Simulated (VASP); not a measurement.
# ZnF2 (P4_2/mnm) in VASP: a series of runs

Runs on ZnF2. Level: LDA. Tasks: single point, relaxation of cell and atoms.

Program: VASP 6.6.1. These are calculated values, not measurements. Logs are shortened: lines on timing, memory, paths and dates and some standing lists are left out, and cuts for length are marked.

## Step 1: The cell of the first run

The structure is tetragonal, space group P4_2/mnm (No. 136). Conventional cell: a = 4.631 Å, b = 4.631 Å, c = 3.088 Å, α = 90.00°, β = 90.00°, γ = 90.00°. Zn (site symmetry mmm) has 6 F at 1.99 to 2.01 Å within 2.6 Å. F (site symmetry m2m) has 3 Zn at 1.99 to 2.01 Å and 1 F at 2.58 Å within 2.6 Å.

## Step 2: Single point, LDA

INCAR

```
ALGO = Normal
EDIFF = 1E-6
ENCUT = 600
GGA_COMPAT = False
ISIF = 2
ISMEAR = -1
LASPH = True
LCHARG = False
LREAL = False
LWAVE = False
NBANDS = 35
NELM = 120
PREC = Accurate
SIGMA = 0.05
```

KPOINTS

```
k-points
0
Gamma
  6 6 8
```

POSCAR

```
ZnF2
1.0
    4.6306692485      0.0000000000      0.0000000000
    0.0000000000      4.6306692485      0.0000000000
    0.0000000000      0.0000000000      3.0879796228
Zn F
2 4
Direct
    0.0000000000      0.0000000000      0.0000000000
    0.5000000000      0.5000000000      0.5000000000
    0.3032744543      0.3032744543      0.0000000000
    0.1967255457      0.8032744543      0.5000000000
    0.6967255457      0.6967255457      0.0000000000
    0.8032744543      0.1967255457      0.5000000000
```

Potentials or basis: VASP PAW LDA potentials, release 64 (Zn, F).

Started as:

```bash
$ cat potpaw_LDA.64/Zn/POTCAR potpaw_LDA.64/F/POTCAR > POTCAR
$ mpirun -np 1 vasp_std > vasp.out
```

OUTCAR:

```text
EDIFF = 1E-6
   ENCUT = 600
   ISIF = 2
   ISMEAR = -1
   LASPH = True
   LREAL = False
   NELM = 120
   PREC = Accurate

 ion  position               nearest neighbor table
   1  0.000  0.000  0.000-   3 1.99   5 1.99   4 2.01   6 2.01   4 2.01   6 2.01
   2  0.500  0.500  0.500-   4 1.99   6 1.99   5 2.01   3 2.01   3 2.01   5 2.01
   3  0.303  0.303  0.000-   1 1.99   2 2.01   2 2.01
   4  0.197  0.803  0.500-   2 1.99   1 2.01   1 2.01
   5  0.697  0.697  0.000-   1 1.99   2 2.01   2 2.01
   6  0.803  0.197  0.500-   2 1.99   1 2.01   1 2.01

  LATTYP: Found a simple tetragonal cell.
 ALAT       =     4.6306692485
 C/A-ratio  =     0.6668538514

  Lattice vectors:

 A1 = (   4.6306692485,   0.0000000000,   0.0000000000)
 A2 = (   0.0000000000,   4.6306692485,   0.0000000000)
 A3 = (   0.0000000000,   0.0000000000,   3.0879796228)

Analysis of symmetry for initial positions (statically):
=====================================================================
 Subroutine PRICEL returns:
 Original cell was already a primitive cell.

 Routine SETGRP: Setting up the symmetry group for a
 simple tetragonal supercell.

 Subroutine GETGRP returns: Found 16 space group operations
 (whereof  8 operations were pure point group operations)
 out of a pool of 16 trial point group operations.

The static configuration has the point symmetry D_2h.
 The point group associated with its full space group is D_4h.

Analysis of symmetry for dynamics (positions and initial velocities):
=====================================================================
 Subroutine PRICEL returns:
 Original cell was already a primitive cell.

 Routine SETGRP: Setting up the symmetry group for a
 simple tetragonal supercell.

 Subroutine GETGRP returns: Found 16 space group operations
 (whereof  8 operations were pure point group operations)
 out of a pool of 16 trial point group operations.

The dynamic configuration has the point symmetry D_2h.
 The point group associated with its full space group is D_4h.

 Subroutine INISYM returns: Found 16 space group operations
 (whereof  8 operations are pure point group operations),
 and found     1 'primitive' translations

----------------------------------------------------------------------------------------

                                     Primitive cell

  volume of cell :      66.2158

  direct lattice vectors                    reciprocal lattice vectors
     4.630669249  0.000000000  0.000000000     0.215951506  0.000000000  0.000000000
[... 97 lines left out ...]
   NSW    =      0    number of steps for IOM
   IBRION =     -1    ionic relax: 0-MD 1-quasi-New 2-CG
   NFREE  =      0    steps in history (QN), initial steepest desc. (CG)
   ISIF   =      2    stress and relaxation
   ISYM   =      2    0-nonsym 1-usesym 2-fastsym
   POTIM  = 0.5000    time-step for ionic-motion
   TEBEG  =    0.0;   TEEND  =   0.0 temperature during run
   PSTRESS=    0.0 pullay stress
   NELECT =      52.0000    total number of electrons
   NUPDOWN=      -1.0000    fix difference up-down
   EMIN   =  10.00;   EMAX   =-10.00  energy-range for DOS
   EFERMI =   0.00;   METHOD = LEGACY
   ISMEAR =    -1;   SIGMA  =   0.05  broadening in eV -4-tet -1-fermi 0-gaus
   EFERMI_NEDOS =   21; number of points for ismear=-14 and -15
   IALGO  =     38    algorithm
   IMIX   =      4    mixing-type and parameters
     AMIX     =   0.40;   BMIX     =  1.00
     AMIX_MAG =   1.60;   BMIX_MAG =  1.00
  volume/ion in A,a.u.               =      11.04        74.47
  Fermi-wavevector in a.u.,A,eV,Ry     =   1.510388  2.854220 31.038603  2.281273
  Thomas-Fermi vector in A             =   2.620585
   LORBIT       =      0    0 simple, 1 ext, 2 COOP (PROOUT), +10 PAW based schemes
   GGA     = CA    functional components
   LHFCALC =     F    Hartree Fock is set to
   AEXX    =    0.0000 exact exchange contribution
   IVDW    =     0    specifies the selected vdW correction
   LEPSILON=     F    determine dielectric tensor
   LRPA    =     F    only Hartree local field effects (RPA)
 non-spin polarized calculation
  energy-cutoff  :      600.00
  volume of cell :       66.22
 maximum number of plane-waves:      2232
 NGX is ok and might be reduce to    40
   NGX = 19   NGY = 19   NGZ = 13

 number of electron      52.0000013 magnetization

 Free energy of the ion-electron system (eV)
  ---------------------------------------------------
  ext. energy  EPLUGINS =         0.00000000
  ---------------------------------------------------
  free energy    TOTEN  =       -27.04279640 eV

  energy without entropy =      -27.04279640  energy(sigma->0) =      -27.04279640

 E-fermi :   0.0796     XC(G=0): -11.2555

 val. band max:       -1.0140730590   @ k =   0.0000   0.0000   0.0000
 cond. band min:       2.3885424570   @ k =   0.0000   0.0000   0.0000
 fundamental gap:      3.4026155160
 Fermi energy:         0.0796252929

 k-point     1 :       0.0000    0.0000    0.0000
  band No.  band energies     occupation
      1     -22.9379      2.00000
      2     -22.0054      2.00000
      3     -22.0054      2.00000
      4     -21.9687      2.00000
      5      -7.8252      2.00000
      6      -6.8145      2.00000
[... 901 lines left out ...]
     34      13.0098      0.00000
     35      15.1018      0.00000

 [... further k-points ...]

------------------------ aborting loop because EDIFF is reached ----------------------------------------

  FORCE on cell =-STRESS in cart. coord.  units (eV):
  Direction    XX          YY          ZZ          XY          YZ          ZX
  --------------------------------------------------------------------------------------
  -------------------------------------------------------------------------------------
  Total        0.2128903      0.2128903      0.3639948      0.0000000      0.0000000      0.0000000
  in kB        5.1511526      5.1511526      8.8073203      0.0000000      0.0000000      0.0000000
  external PRESSURE =       6.3698752 kB  Pullay stress =       0.0000000 kB

 VOLUME and BASIS-vectors are now :
 -----------------------------------------------------------------------------
  energy-cutoff  :      600.00
  volume of cell :       66.22
      direct lattice vectors                 reciprocal lattice vectors
     4.630669249  0.000000000  0.000000000     0.215951506  0.000000000  0.000000000
     0.000000000  4.630669249  0.000000000     0.000000000  0.215951506  0.000000000
     0.000000000  0.000000000  3.087979623     0.000000000  0.000000000  0.323836334

 POSITION                                       TOTAL-FORCE (eV/Angst)
 -----------------------------------------------------------------------------------
      0.00000      0.00000      0.00000         0.000000     -0.000000      0.000000
      2.31533      2.31533      1.54399         0.000000     -0.000000      0.000000
      1.40436      1.40436      0.00000        -0.008990     -0.008990     -0.000000
      0.91097      3.71970      1.54399         0.008990     -0.008990     -0.000000
      3.22631      3.22631      0.00000         0.008990      0.008990      0.000000
      3.71970      0.91097      1.54399        -0.008990      0.008990      0.000000
 -----------------------------------------------------------------------------------
    total drift:                                0.000000     -0.000000      0.000000

  FREE ENERGIE OF THE ION-ELECTRON SYSTEM (eV)
  ---------------------------------------------------
  free  energy   TOTEN  =       -27.0427963980 eV

  energy  without entropy=      -27.0427963980  energy(sigma->0) =      -27.04279640
```

OSZICAR:

```text
N       E                     dE             d eps       ncg     rms          rms(c)
DAV:   1     0.642602209200E+03    0.64260E+03   -0.29327E+04  3524   0.228E+03
DAV:   2     0.494678348622E+02   -0.59313E+03   -0.55763E+03  3679   0.541E+02
DAV:   3    -0.273791307178E+02   -0.76847E+02   -0.75911E+02  3829   0.193E+02
DAV:   4    -0.294813415394E+02   -0.21022E+01   -0.20955E+01  4153   0.333E+01
DAV:   5    -0.294956068343E+02   -0.14265E-01   -0.14262E-01  3936   0.290E+00    0.149E+01
DAV:   6    -0.270434167752E+02    0.24522E+01   -0.49810E+00  5158   0.406E+01    0.947E+00
DAV:   7    -0.270961697510E+02   -0.52753E-01   -0.17229E+00  3653   0.900E+00    0.556E+00
DAV:   8    -0.270792795909E+02    0.16890E-01   -0.40488E-01  5299   0.111E+01    0.142E+00
DAV:   9    -0.270410822734E+02    0.38197E-01   -0.14039E-01  5497   0.122E+01    0.305E-01
DAV:  10    -0.270429617260E+02   -0.18795E-02   -0.24646E-02  4580   0.167E+00    0.137E-01
DAV:  11    -0.270427896540E+02    0.17207E-03   -0.17083E-03  4457   0.352E-01    0.265E-02
DAV:  12    -0.270427979736E+02   -0.83196E-05   -0.10146E-04  3959   0.953E-02    0.102E-02
DAV:  13    -0.270427957503E+02    0.22233E-05   -0.72270E-06  4236   0.967E-02    0.457E-03
DAV:  14    -0.270427963980E+02   -0.64774E-06   -0.72595E-06  3863   0.263E-02
   1 F= -.27042796E+02 E0= -.27042796E+02  d E =-.278165E-10
```

stdout:

```text
POSCAR found type information on POSCAR ZnF
 POSCAR found :  2 types and       6 ions
 scaLAPACK will be used
 LDA part: xc-table for (Slater(with rela. corr.)+CA(PZ))
 , standard interpolation
 POSCAR, INCAR and KPOINTS ok, starting setup
 FFT: planning ... GRIDC
 FFT: planning ... GRID_SOFT
 FFT: planning ... GRID
 WAVECAR not read
 entering main loop
```

It took 3.4 min on 1 thread of Oxide Virtual Turin-like, shared host; peak memory 0.2 GiB.

Results:

```yaml
Free_energy: -27.0428 eV
Pressure: 0.6 GPa
Largest_force: 0.013 eV/Å
Band_gap_on_the_k_mesh: 3.40 eV
```

Forces in eV/Å, atoms in the order of the input:
```
Zn   0.000  0.000  0.000
Zn   0.000  0.000  0.000
F   -0.009 -0.009  0.000
F    0.009 -0.009  0.000
F    0.009  0.009  0.000
F   -0.009  0.009  0.000
```

Stress tensor (GPa, compression positive):
```
0.52 0.00 0.00
0.00 0.52 0.00
0.00 0.00 0.88
```

Levels at points of the mesh, in eV from the valence-band top:
```
           k point  band 24  band 25  band 26  band 27  band 28  band 29
(0.00, 0.00, 0.00)    -0.39    -0.39     0.00     3.40     9.38     9.38
(0.50, 0.00, 0.00)    -0.70    -0.49    -0.49     6.09     6.09    10.33
(0.50, 0.50, 0.00)    -1.40    -0.41    -0.41     7.11     7.11     8.97
(0.00, 0.00, 0.50)    -1.38    -1.34    -1.34     8.33     8.33    11.85
(0.50, 0.00, 0.50)    -1.47    -0.08    -0.08     8.90     8.90    10.18
(0.50, 0.50, 0.50)    -1.34    -0.86    -0.86     8.15     8.15    11.18
```

## Step 3: Relaxation of cell and atoms, LDA

This run uses another cell than the first one, of 11.56 Å³/atom.

INCAR

```
ALGO = Normal ; EDIFF = 1E-7
EDIFFG = -0.002 ; ENCUT = 600
GGA_COMPAT = False ; IBRION = 2
ISIF = 3 ; ISMEAR = -1
LASPH = True ; LCHARG = False
LREAL = False ; LWAVE = False
NELM = 120 ; NELMIN = 4
NSW = 100 ; PREC = Accurate
SIGMA = 0.05
```

KPOINTS is that of step 2.

POSCAR

```
ZnF2
1.0
    4.7048000000      0.0000000000      0.0000000000
    0.0000000000      4.7048000000      0.0000000000
    0.0000000000      0.0000000000      3.1338000000
Zn F
2 4
Direct
    0.0000000000      0.0000000000      0.0000000000
    0.5000000000      0.5000000000      0.5000000000
    0.3024000000      0.3024000000      0.0000000000
    0.1976000000      0.8024000000      0.5000000000
    0.6976000000      0.6976000000      0.0000000000
    0.8024000000      0.1976000000      0.5000000000
```

Potentials or basis: VASP PAW LDA potentials, release 64 (Zn, F).

Started as:

```bash
$ cat potpaw_LDA.64/Zn/POTCAR potpaw_LDA.64/F/POTCAR > POTCAR
$ mpirun -np 1 vasp_std > vasp.out
```

OUTCAR:

```text
EDIFF = 1E-7
   EDIFFG = -0.002
   ENCUT = 600
   IBRION = 2
   ISIF = 3
   ISMEAR = -1
   LASPH = True
   LREAL = False
   NELM = 120
   NELMIN = 4
   NSW = 100
   PREC = Accurate

 ion  position               nearest neighbor table
   1  0.000  0.000  0.000-   3 2.01   5 2.01   4 2.05   6 2.05   4 2.05   6 2.05
   2  0.500  0.500  0.500-   4 2.01   6 2.01   5 2.05   3 2.05   3 2.05   5 2.05
   3  0.302  0.302  0.000-   1 2.01   2 2.05   2 2.05
   4  0.198  0.802  0.500-   2 2.01   1 2.05   1 2.05
   5  0.698  0.698  0.000-   1 2.01   2 2.05   2 2.05
   6  0.802  0.198  0.500-   2 2.01   1 2.05   1 2.05

  LATTYP: Found a simple tetragonal cell.
 ALAT       =     4.7048000000
 C/A-ratio  =     0.6660856997

  Lattice vectors:

 A1 = (   4.7048000000,   0.0000000000,   0.0000000000)
 A2 = (   0.0000000000,   4.7048000000,   0.0000000000)
 A3 = (   0.0000000000,   0.0000000000,   3.1338000000)

Analysis of symmetry for initial positions (statically):
=====================================================================
 Subroutine PRICEL returns:
 Original cell was already a primitive cell.

 Routine SETGRP: Setting up the symmetry group for a
 simple tetragonal supercell.

 Subroutine GETGRP returns: Found 16 space group operations
 (whereof  8 operations were pure point group operations)
 out of a pool of 16 trial point group operations.

The static configuration has the point symmetry D_2h.
 The point group associated with its full space group is D_4h.

Analysis of symmetry for dynamics (positions and initial velocities):
[... 248 lines left out ...]

 number of electron      52.0000021 magnetization

 E-fermi :  -0.0031     XC(G=0): -11.2309

 val. band max:       -1.0656317740   @ k =   0.0000   0.0000   0.0000
 cond. band min:       2.3273789485   @ k =   0.0000   0.0000   0.0000
 fundamental gap:      3.3930107224
 Fermi energy:        -0.0030574185

 k-point     1 :       0.0000    0.0000    0.0000
  band No.  band energies     occupation
      1     -22.9464      2.00000
      2     -22.0284      2.00000
      3     -22.0284      2.00000
      4     -21.9868      2.00000
      5      -7.8377      2.00000
      6      -6.8317      2.00000
[... 840 lines left out ...]
  FREE ENERGIE OF THE ION-ELECTRON SYSTEM (eV)
  ---------------------------------------------------
  free  energy   TOTEN  =       -27.0542256101 eV

  energy  without entropy=      -27.0542256100  energy(sigma->0) =      -27.05422561

[... ionic steps 4 to 9 ...]

--------------------------------------- Ionic step       10  -------------------------------------------

 number of electron      52.0000011 magnetization

------------------------ aborting loop because EDIFF is reached ----------------------------------------
[... 75 lines left out ...]
--------------------------------------- Ionic step       12  -------------------------------------------

 number of electron      52.0000011 magnetization

 Free energy of the ion-electron system (eV)
  ---------------------------------------------------
  ext. energy  EPLUGINS =         0.00000000
  ---------------------------------------------------
  free energy    TOTEN  =       -27.05464915 eV

  energy without entropy =      -27.05464915  energy(sigma->0) =      -27.05464915

 E-fermi :   0.0147     XC(G=0): -11.2358

 val. band max:       -1.0548432149   @ k =   0.0000   0.0000   0.0000
 cond. band min:       2.3338482757   @ k =   0.0000   0.0000   0.0000
 fundamental gap:      3.3886914906
 Fermi energy:         0.0147327998

 k-point     1 :       0.0000    0.0000    0.0000
  band No.  band energies     occupation
      1     -22.9419      2.00000
      2     -22.0165      2.00000
      3     -22.0165      2.00000
      4     -21.9800      2.00000
      5      -7.8270      2.00000
      6      -6.8266      2.00000
[... 840 lines left out ...]
  FREE ENERGIE OF THE ION-ELECTRON SYSTEM (eV)
  ---------------------------------------------------
  free  energy   TOTEN  =       -27.0546491500 eV

  energy  without entropy=      -27.0546491500  energy(sigma->0) =      -27.05464915

 reached required accuracy - stopping structural energy minimisation
```

It took 26 min on 1 thread of Oxide Virtual Turin-like, shared host; peak memory 0.21 GiB.

What came out:

```yaml
Free_energy: -27.0546 eV
Relaxed_volume: 11.08 Å³/atom
Relaxed_cell: a = 4.632 Å, b = 4.632 Å, c = 3.097 Å, α = 90.00°, β = 90.00°, γ = 90.00°
Space_group_after_relaxing_to_0.1_Å: P4_2/mnm (No. 136)
Energy_gained_by_relaxing: 8.3 meV/atom
Ionic_steps: 12
Pressure_after_relaxing: 0.0 GPa
Band_gap_on_the_k_mesh: 3.39 eV
```

The path:
```csv
step,energy change (eV),largest force (eV/Å),pressure (GPa),volume (Å³)
1,0.0000,0.1032,-5.23,69.37
2,-0.0445,0.0281,1.85,65.65
3,-0.0496,0.0074,-0.02,66.51
4,-0.0496,0.0051,0.10,66.45
5,-0.0498,0.0046,0.11,66.44
6,-0.0500,0.0026,0.13,66.40
7,-0.0500,0.0043,-0.11,66.53
8,-0.0500,0.0037,-0.01,66.47
9,-0.0500,0.0036,0.02,66.46
10,-0.0500,0.0036,-0.01,66.47
11,-0.0500,0.0036,0.01,66.47
12,-0.0500,0.0013,0.01,66.47
```

Final structure:
```
CELL_PARAMETERS angstrom
4.63243 0.00000 0.00000
0.00000 4.63243 0.00000
0.00000 0.00000 3.09735
ATOMIC_POSITIONS crystal
Zn 0.00000 0.00000 0.00000
Zn 0.50000 0.50000 0.50000
F 0.30322 0.30322 0.00000
F 0.19678 0.80322 0.50000
F 0.69678 0.69678 0.00000
F 0.80322 0.19678 0.50000
```

A k mesh can miss the band edges. Zero-point motion and thermal expansion aren't in these numbers.
